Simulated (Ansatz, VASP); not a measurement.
# Two plane-wave programs on GaN

File INCAR:

```
  ALGO = Normal
  EDIFF = 1E-6
  ENCUT = 520
  GGA = PS
  ISIF = 2
  ISMEAR = 0
  LASPH = T
  LCHARG = T
  LELF = T
  LREAL = F
  LVHAR = T
  LWAVE = F
  NBANDS = 26
  NELM = 80
  PREC = Accurate
  SIGMA = 0.05
```

KPOINTS

```
k-points
0
Gamma
  12 12 6
```

POSCAR

```
GaN
1.0
    3.1784537602     -0.0052245959     -0.0329138086
   -1.5937515129      2.7916314018      0.0254977596
   -0.0536269953      0.0170092127      5.1648058109
Ga N
2 2
Direct
    0.3321352755      0.6668066441      0.9975648916
    0.6638869600      0.3401412139      0.4945561091
    0.3242561968      0.6628300667      0.3783029805
    0.6797215677      0.3302220753      0.8795760188
```

Input for Ansatz:

```yaml
crystal:
  lattice:
    - [3.1784537602, -0.0052245959, -0.0329138086]
    - [-1.5937515129, 2.7916314018, 0.0254977596]
    - [-0.0536269953, 0.0170092127, 5.1648058109]
  atoms:
    - { symbol: Ga, position: [0.3321352755, 0.6668066441, 0.9975648916] }
    - { symbol: Ga, position: [0.66388696, 0.3401412139, 0.4945561091] }
    - { symbol: "N", position: [0.3242561968, 0.6628300667, 0.3783029805] }
    - { symbol: "N", position: [0.6797215677, 0.3302220753, 0.8795760188] }
basis:
  ecutwfc: 420
kpoints:
  mp_grid: { grid: [12, 12, 6] }
hamiltonian:
  xc: pbesol
scf:
  occupations: { method: gaussian, width: 0.05 }
output:
  forces: true
  stress: true
  eigenvalues: true
```

Change from the starting cell: all atoms moved at random (sigma 0.03 Å a component), cell strained at random (sigma 0.01).

Alike in both runs: task single point; functional PBEsol; k mesh 12 × 12 × 6; occupations gaussian, width 0.05 eV; no spin polarisation.

|  | VASP | Ansatz |
| --- | --- | --- |
| version | VASP 6.6.1 | Ansatz 0.2.0 |
| potentials or method | VASP PAW PBE potentials, release 64 (Ga_d, N), cutoff 520 eV | scalar-relativistic, plane waves, PAW |
| valence electrons in the cell | 36 | 36 |

```csv
,VASP,Ansatz,Ansatz less VASP
gap on the k mesh at the Fermi level (eV),1.80,1.78,-0.018
least direct gap on the mesh (eV),1.80,1.78,-0.018
pressure (GPa),-0.9,-0.7,+0.21
"traceless stress, the component that is largest in VASP (GPa)",3.02,3.04,+0.018
rms of the force components (eV/Å),0.423,0.429,+0.0063
```

VASP's potentials were made for PBE, not for PBEsol. Atom by atom the forces differ by 0.007 eV/Å (rms over components). The functional is the same, so the differences come from potentials, cutoffs and numerics.
